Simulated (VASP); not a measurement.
Runs of VASP 6.6.1 on NaF. The structure is that of space group Fm-3m (No. 225), or close to it. The cells are those of the table. 

```tsv
level	cell	k mesh	smearing	grid for exact exchange (PRECFOCK)	share of exact exchange	screening parameter	gap on the mesh (eV)	pressure (GPa)
HSE06	a = 3.249 Å, angles 60.0°, 2 atoms	6 × 6 × 6	gaussian 0.01 eV	Normal	0.25	0.2079 1/Å	8.60	1.6
PBE	a = 3.249, b = 3.249, c = 3.289 Å, angles 59.6, 59.6, 59.2°, 2 atoms	10 × 10 × 10	fermi-dirac 0.02 eV	-	-	-	6.40	3.5
HSE06	a = 3.229, b = 3.229, c = 3.184 Å, angles 60.5, 60.5, 59.1°, 2 atoms	6 × 6 × 6	gaussian 0.01 eV	Normal	0.25	0.2079 1/Å	8.80	3.8
r2SCAN	a = 3.249, b = 3.249, c = 3.289 Å, angles 59.6, 59.6, 59.2°, 2 atoms	10 × 10 × 10	gaussian 0.01 eV	-	-	-	7.28	-0.7
r2SCAN	a = 3.229, b = 3.229, c = 3.184 Å, angles 60.5, 60.5, 59.1°, 2 atoms	10 × 10 × 10	gaussian 0.01 eV	-	-	-	7.51	(b)
HSE06	a = 3.184 Å, angles 60.0°, 2 atoms	6 × 6 × 6	gaussian 0.01 eV	Normal	0.25	0.2079 1/Å	(a)	5.6
r2SCAN	a = 3.249, b = 3.314, c = 3.314 Å, angles 58.7, 60.7, 60.7°, 2 atoms	10 × 10 × 10	gaussian 0.01 eV	-	-	-	7.09	-2.3
```

Alike in all rows: task single point; potentials or basis VASP PAW PBE potentials, release 64 (Na_pv, F); no spin polarisation; cutoff (eV) 520.

Fill in the values left out.

(a) 8.99; (b) 1.3.

Caveats: the PAW data sets were made with another functional, which shifts forces and pressure a little (at least some runs); the cell stands under pressure (at least some runs).

A k mesh can miss the band edges.
